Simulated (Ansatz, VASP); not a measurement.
## AlGa3As4 in VASP and in Ansatz

```
CELL_PARAMETERS angstrom
4.06098 0.00000 0.00000
0.00000 4.06098 0.00000
0.00000 0.00000 11.47567
ATOMIC_POSITIONS crystal
Al 0.50000 0.50000 0.00000
Ga 0.00000 0.00000 0.75025
Ga 0.00000 0.00000 0.24975
Ga 0.50000 0.50000 0.50000
As 0.50000 0.00000 0.12410
As 0.00000 0.50000 0.37490
As 0.50000 0.00000 0.62510
As 0.00000 0.50000 0.87590
```

Alike in both runs: functional PBE; k mesh 10 × 10 × 4; occupations gaussian, width 0.02 eV; no spin polarisation.

Ansatz relaxed the structure, and its values are those at the end. VASP's run is a single point on that final structure, the one shown.

|  | VASP | Ansatz |
| --- | --- | --- |
| version | VASP 6.6.1 | Ansatz 0.2.0 |
| potentials or method | VASP PAW PBE potentials, release 64 (Al, Ga_d, As), cutoff 520 eV | scalar-relativistic, plane waves, PAW |
| valence electrons in the cell | 62 | 102 |

VASP gave:

```
gap on the k mesh at the Fermi level (eV) : 0.53
least direct gap on the mesh (eV)         : 0.53
pressure (GPa)                            : 0.2
```

Question: Estimate Ansatz's values.

Answer: gap on the k mesh at the Fermi level (eV): 0.52; least direct gap on the mesh (eV): 0.52; pressure (GPa): 0.0.

VASP's potentials hold 62 valence electrons a cell and Ansatz's 102, so a difference there can come from the potentials and not from the codes.
